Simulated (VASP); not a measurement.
Crystal: AgB2.

```
CELL_PARAMETERS angstrom
2.84426 0.00000 0.00000
-1.42213 2.46320 0.00000
0.00000 0.00000 3.60454
ATOMIC_POSITIONS crystal
Ag 0.00000 0.00000 0.00000
B 0.33333 0.66667 0.50000
B 0.66667 0.33333 0.50000
```

Base run:

- Program: VASP 6.6.1
- Functional: PBE
- Potentials or basis: VASP PAW PBE potentials, release 64 (Ag, B)
- Cutoff: 520 eV
- k mesh: 10 × 10 × 8
- Occupations: gaussian, width 0.05 eV
- Spin: no spin polarisation

Its results: pressure 58.5 GPa.

Q: The run is repeated on the same cell with these changes: hubbard terms from none to Ag d U = 2.0 eV. What comes out?

A: Pressure 56.2 GPa.

Caveats: U without spin polarisation on a metal has little footing (some runs); the U is typed as a test and isn't derived for this compound (some runs).
